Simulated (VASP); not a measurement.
# AlN (Pm) in VASP: further runs

AlN is run at these levels: PBE; tasks: single point.

Program: VASP 6.6.1. These are calculated values, not measurements. Logs are shortened: lines on timing, memory, paths and dates and some standing lists are left out, and cuts for length are marked.

## (1) The cell of the first run

Symmetry: Pm, No. 6, monoclinic system. Conventional cell: a = 3.313 Å, b = 4.187 Å, c = 5.739 Å, α = 90.00°, β = 90.00°, γ = 90.00°. Al (site symmetry m) has 1 N at 1.25 Å within 1.7 Å. Within 2.5 Å of Al (site symmetry m) lie 5 N at 1.91 to 2.09 Å. Within 2.5 Å of Al (site symmetry m) lie 5 N at 1.91 to 2.09 Å and 2 Al at 2.44 Å. Within 2.5 Å of Al (site symmetry m) lie 5 N at 1.91 to 2.09 Å. Within 2.5 Å of N (site symmetry m) lie 5 Al at 1.91 to 2.20 Å. Within 2.5 Å of N (site symmetry m) lie 5 Al at 1.91 to 2.09 Å. N (site symmetry m) has 1 Al at 1.25 Å within 1.7 Å. Within 2.5 Å of N (site symmetry m) lie 5 Al at 1.91 to 2.39 Å.

## (2) Single point, PBE (atom 1 (Al) moved by +0.630 Å along [1 0 0] and -0.252 Å along [1 2 0])

INCAR reads:

```
SYSTEM = AlN
PREC = Accurate ; ENCUT = 520
EDIFF = 1E-7 ; ISMEAR = 0
SIGMA = 0.05 ; LREAL = .False.
LASPH = .True. ; NELM = 60
ALGO = Normal ; ISIF = 2
LWAVE = .False. ; LCHARG = .True.
GGA = PE ; LELF = .True.
LVHAR = .True. ; NBANDS = 26
```

KPOINTS reads:

```
regular mesh
0
Gamma
  8 6 4
  0 0 0
```

POSCAR reads:

```
AlN
1.0
   -1.6567491617      2.8695737234      0.0000000000
    0.0000000000      0.0000000000      4.1874629526
    4.9702474850      2.8695737234      0.0000000000
Al N
4 4
Direct
    0.3390708702      0.7500000000      0.2397778750
    0.0000000000      0.7500000000      0.6666666667
    0.0000000000      0.2500000000      0.3333333333
    0.5000000000      0.2500000000      0.8333333333
    0.5000000000      0.2500000000      0.1666666667
    0.0000000000      0.2500000000      0.6666666667
    0.0000000000      0.7500000000      0.3333333333
    0.5000000000      0.7500000000      0.8333333333
```

Potentials or basis: VASP PAW PBE potentials, release 64 (Al, N).

Started as:

```
cat potpaw_PBE.64/Al/POTCAR potpaw_PBE.64/N/POTCAR > POTCAR
mpirun -np 1 vasp_std > vasp.out
```

OUTCAR:

```text
SYSTEM = AlN
   PREC = Accurate
   ENCUT = 520
   EDIFF = 1E-7
   ISMEAR = 0
   LREAL = .False.
   LASPH = .True.
   NELM = 60
   ISIF = 2
   GGA = PE

 ion  position               nearest neighbor table
   1  0.339  0.750  0.240-   7 1.25   5 2.20   5 2.20   7 2.25   8 2.39   3 2.44   3 2.44   2 2.70
                             3 3.08   3 3.08   4 3.18   4 3.18   2 3.29
   2  0.000  0.750  0.667-   8 1.91   8 1.91   7 1.91   6 2.09   6 2.09   1 2.70   4 2.84   4 2.84
                             4 2.84   4 2.84   3 2.84   3 2.84   1 3.29
   3  0.000  0.250  0.333-   5 1.91   5 1.91   6 1.91   7 2.09   7 2.09   1 2.44   1 2.44   2 2.84
                             2 2.84   1 3.08   1 3.08   4 3.31   4 3.31   4 3.31   4 3.31
   4  0.500  0.250  0.833-   6 1.91   6 1.91   5 1.91   8 2.09   8 2.09   2 2.84   2 2.84   2 2.84
                             2 2.84   1 3.18   1 3.18   3 3.31   3 3.31   3 3.31   3 3.31
   5  0.500  0.250  0.167-   3 1.91   3 1.91   4 1.91   1 2.20   1 2.20
   6  0.000  0.250  0.667-   4 1.91   4 1.91   3 1.91   2 2.09   2 2.09
   7  0.000  0.750  0.333-   1 1.25   2 1.91   3 2.09   3 2.09   1 2.25
   8  0.500  0.750  0.833-   2 1.91   2 1.91   4 2.09   4 2.09   1 2.39

 -----------------------------------------------------------------------------
|                                                                             |
|           W    W    AA    RRRRR   N    N  II  N    N   GGGG   !!!           |
|           W    W   A  A   R    R  NN   N  II  NN   N  G    G  !!!           |
|           W    W  A    A  R    R  N N  N  II  N N  N  G       !!!           |
|           W WW W  AAAAAA  RRRRR   N  N N  II  N  N N  G  GGG   !            |
|           WW  WW  A    A  R   R   N   NN  II  N   NN  G    G                |
|           W    W  A    A  R    R  N    N  II  N    N   GGGG   !!!           |
|                                                                             |
|     The distance between some ions is very small. Please check the          |
|     nearest-neighbor list in the OUTCAR file.                               |
|     I HOPE YOU KNOW WHAT YOU ARE DOING!                                     |
|                                                                             |
 -----------------------------------------------------------------------------

  LATTYP: Found a simple orthorhombic cell.
 ALAT       =     3.3134983233
 B/A-ratio  =     1.2637588868
 C/A-ratio  =     1.7320508076

  Lattice vectors:

 A1 = (  -1.6567491617,   2.8695737234,   0.0000000000)
 A2 = (   0.0000000000,   0.0000000000,   4.1874629526)
 A3 = (   4.9702474850,   2.8695737234,   0.0000000000)

Analysis of symmetry for initial positions (statically):
=====================================================================
 Subroutine PRICEL returns:
 Original cell was already a primitive cell.

 Routine SETGRP: Setting up the symmetry group for a
 simple orthorhombic supercell.

 Subroutine GETGRP returns: Found  2 space group operations
[... 144 lines left out ...]
   EMIN   =  10.00;   EMAX   =-10.00  energy-range for DOS
   EFERMI =   0.00;   METHOD = LEGACY
   ISMEAR =     0;   SIGMA  =   0.05  broadening in eV -4-tet -1-fermi 0-gaus
   EFERMI_NEDOS =   21; number of points for ismear=-14 and -15
   IALGO  =     38    algorithm
   IMIX   =      4    mixing-type and parameters
     AMIX     =   0.40;   BMIX     =  1.00
     AMIX_MAG =   1.60;   BMIX_MAG =  1.00
  volume/ion in A,a.u.               =       9.95        67.17
  Fermi-wavevector in a.u.,A,eV,Ry     =   1.208082  2.282944 19.857191  1.459462
  Thomas-Fermi vector in A             =   2.343701
   LORBIT       =      0    0 simple, 1 ext, 2 COOP (PROOUT), +10 PAW based schemes
   GGA     = PE    functional components
   LHFCALC =     F    Hartree Fock is set to
   AEXX    =    0.0000 exact exchange contribution
   IVDW    =     0    specifies the selected vdW correction
   LEPSILON=     F    determine dielectric tensor
   LRPA    =     F    only Hartree local field effects (RPA)
 non-spin polarized calculation
 Gauss-broadening in eV      SIGMA  =   0.05
  energy-cutoff  :      520.00
  volume of cell :       79.63
 maximum number of plane-waves:      2174
 NGX is ok and might be reduce to    28
   NGX = 13   NGY = 15   NGZ = 21

 number of electron      31.9999994 magnetization

 Free energy of the ion-electron system (eV)
  ---------------------------------------------------
  ext. energy  EPLUGINS =         0.00000000
  ---------------------------------------------------
  free energy    TOTEN  =       -47.83362318 eV

  energy without entropy =      -47.83362318  energy(sigma->0) =      -47.83362318

 E-fermi :   8.0016     XC(G=0): -11.1168

 val. band max:        7.7412121278   @ k =   0.0000   0.0000   0.0000
 cond. band min:      10.3726162422   @ k =   0.0000   0.0000   0.0000
 fundamental gap:      2.6314041145
 Fermi energy:         8.0016049787

 k-point     1 :       0.0000    0.0000    0.0000
  band No.  band energies     occupation
      1      -9.2208      2.00000
      2      -7.1292      2.00000
      3      -6.1829      2.00000
      4      -4.8378      2.00000
      5       0.5236      2.00000
      6       1.2024      2.00000
[... 685 lines left out ...]
     25      17.5181      0.00000
     26      17.8185      0.00000

 [... further k-points ...]
[... 5 lines left out ...]
  --------------------------------------------------------------------------------------
  -------------------------------------------------------------------------------------
  Total       38.7802049     16.6173968      1.1427508    -27.7928712      0.0000000      0.0000000
  in kB      780.2532149    334.3400913     22.9920124   -559.1893382      0.0000000      0.0000000
  external PRESSURE =     379.1951062 kB  Pullay stress =       0.0000000 kB

 VOLUME and BASIS-vectors are now :
 -----------------------------------------------------------------------------
  energy-cutoff  :      520.00
  volume of cell :       79.63
      direct lattice vectors                 reciprocal lattice vectors
    -1.656749162  2.869573723  0.000000000    -0.150897919  0.261362862  0.000000000
     0.000000000  0.000000000  4.187462953     0.000000000  0.000000000  0.238808083
     4.970247485  2.869573723  0.000000000     0.150897919  0.087120954  0.000000000

 POSITION                                       TOTAL-FORCE (eV/Angst)
 -----------------------------------------------------------------------------------
      0.63000      1.66105      3.14060       -44.451580     28.471788      0.000000
      3.31350      1.91305      3.14060         1.769169      0.495662      0.000000
      1.65675      0.95652      1.04687         1.109257     -1.298886      0.000000
      3.31350      3.82610      1.04687         0.317237      0.287738      0.000000
      0.00000      1.91305      1.04687         2.021699     -0.113179      0.000000
      3.31350      1.91305      1.04687        -0.816430     -0.455628      0.000000
      1.65675      0.95652      3.14060        39.788084    -26.927976      0.000000
      3.31350      3.82610      3.14060         0.262563     -0.459518      0.000000
 -----------------------------------------------------------------------------------
    total drift:                               -0.000393      0.000203      0.000000

  FREE ENERGIE OF THE ION-ELECTRON SYSTEM (eV)
  ---------------------------------------------------
  free  energy   TOTEN  =       -47.8336231780 eV

  energy  without entropy=      -47.8336231780  energy(sigma->0) =      -47.83362318
```

stdout:

```text
POSCAR found type information on POSCAR AlN
 POSCAR found :  2 types and       8 ions
 scaLAPACK will be used
 LDA part: xc-table for (Slater+PW92), standard interpolation
 -----------------------------------------------------------------------------
|                                                                             |
|           W    W    AA    RRRRR   N    N  II  N    N   GGGG   !!!           |
|           W    W   A  A   R    R  NN   N  II  NN   N  G    G  !!!           |
|           W    W  A    A  R    R  N N  N  II  N N  N  G       !!!           |
|           W WW W  AAAAAA  RRRRR   N  N N  II  N  N N  G  GGG   !            |
|           WW  WW  A    A  R   R   N   NN  II  N   NN  G    G                |
|           W    W  A    A  R    R  N    N  II  N    N   GGGG   !!!           |
|                                                                             |
|     The distance between some ions is very small. Please check the          |
|     nearest-neighbor list in the OUTCAR file.                               |
|     I HOPE YOU KNOW WHAT YOU ARE DOING!                                     |
|                                                                             |
 -----------------------------------------------------------------------------

 POSCAR, INCAR and KPOINTS ok, starting setup
 FFT: planning ... GRIDC
 FFT: planning ... GRID_SOFT
 FFT: planning ... GRID
 WAVECAR not read
 entering main loop
```

Wall time 62 s (1 thread of Intel Xeon 6975P-C (Granite Rapids), shared host); peak memory 0.25 GiB.

Results:

```yaml
Free_energy: -47.8336 eV
Pressure: 37.9 GPa
Largest_force: 52.788 eV/Å
Band_gap_on_the_k_mesh: 2.63 eV
```

Forces on the atoms (eV/Å):
```
Al  -44.452  28.472   0.000
Al    1.769   0.496   0.000
Al    1.109  -1.299   0.000
Al    0.317   0.288   0.000
N     2.022  -0.113   0.000
N    -0.816  -0.456   0.000
N    39.788 -26.928   0.000
N     0.263  -0.460   0.000
```

Stress tensor (GPa, compression positive):
```
 78.03 -55.92   0.00
-55.92  33.43   0.00
  0.00   0.00   2.30
```

Caveat: the cell differs from its parent crystal (atom 1 (Al) moved by +0.630 Å along [1 0 0] and -0.252 Å along [1 2 0]); atoms lie so close that the PAW spheres overlap strongly, which falsifies energies and pressures; the cell stands under pressure; forces of over 1 eV/Å act on the atoms, so gaps and moduli don't describe the material at rest.

## (3) Single point, PBE (atom 1 (Al) moved by +0.252 Å along [1 0 0] and -0.126 Å along [1 2 0])

INCAR reads:

```
SYSTEM = AlN
  PREC = Accurate
  ENCUT = 520
  EDIFF = 1E-6
  ISMEAR = 0
  SIGMA = 0.05
  LREAL = .FALSE.
  LASPH = .TRUE.
  NELM = 80
  ALGO = Normal
  ISIF = 2
  LWAVE = .FALSE.
  LCHARG = .TRUE.
  GGA = PE
  LELF = .TRUE.
  LVHAR = .TRUE.
  NBANDS = 26
```

KPOINTS reads:

```
regular mesh
0
G
  8 6 4
  0 0 0
```

POSCAR: that of step 2 with these lines changed.

```diff
@@ -8,3 +8,3 @@
 Direct
-    0.3390708702      0.7500000000      0.2397778750
+    0.4290420040      0.7500000000      0.1937157020
     0.0000000000      0.7500000000      0.6666666667
```

Potentials or basis: VASP PAW PBE potentials, release 64 (Al, N).

Started as:

```
cat potpaw_PBE.64/Al/POTCAR potpaw_PBE.64/N/POTCAR > POTCAR
mpirun -np 1 vasp_std > vasp.out
```

Run time: 56 s. Hardware: 1 thread of Intel Xeon 6975P-C (Granite Rapids), shared host; peak memory 0.27 GiB.

Results (log left out):

| Property | Result |
| --- | --- |
| Free energy | -57.6472 eV |
| Pressure | 4.2 GPa |
| Largest force | 8.365 eV/Å |
| Band gap on the k mesh | 3.12 eV |

Forces in eV/Å, atoms in the order of the input:
```
Al  -7.537  3.627  0.000
Al   0.683  0.278  0.000
Al   0.416 -0.455  0.000
Al   0.093  0.169  0.000
N    0.820 -0.083  0.000
N   -0.284 -0.197  0.000
N    5.144 -3.322  0.000
N    0.666 -0.017  0.000
```

Stress tensor (GPa, compression positive):
```
10.98 -8.87  0.00
-8.87  1.43  0.00
 0.00  0.00  0.13
```

Levels at points of the mesh, in eV from the valence-band top:
```csv
k point,band 12,band 13,band 14,band 15,band 16,band 17,band 18,band 19,band 20,band 21
"(0.00, 0.00, 0.00)",-2.78,-1.92,-1.51,-1.24,0.00,3.12,3.82,4.40,6.93,7.09
"(0.50, 0.00, 0.00)",-3.67,-2.87,-2.47,-2.22,-1.96,5.50,5.71,5.94,6.13,7.45
"(0.00, 0.50, 0.00)",-2.47,-2.45,-2.21,-1.74,-1.62,4.94,5.07,5.64,5.71,8.20
"(0.50, 0.50, 0.00)",-4.20,-1.35,-1.02,-0.95,-0.79,5.78,5.83,6.27,6.39,8.62
"(0.00, 0.00, 0.50)",-2.94,-1.79,-1.29,-1.17,-0.87,4.54,4.86,5.93,6.05,7.42
"(0.50, 0.00, 0.50)",-4.11,-3.06,-2.71,-1.56,-1.21,3.69,4.04,6.88,6.88,7.17
"(0.00, 0.50, 0.50)",-2.48,-2.13,-2.03,-1.67,-1.59,5.01,5.29,5.45,5.71,8.55
"(0.50, 0.50, 0.50)",-2.93,-2.06,-1.75,-1.53,-1.46,4.77,4.89,5.15,5.26,8.99
```

Caveat: the cell differs from its parent crystal (atom 1 (Al) moved by +0.252 Å along [1 0 0] and -0.126 Å along [1 2 0]); the cell stands under pressure; forces of over 1 eV/Å act on the atoms, so gaps and moduli don't describe the material at rest.

(Part 1 of 2 ends here.)
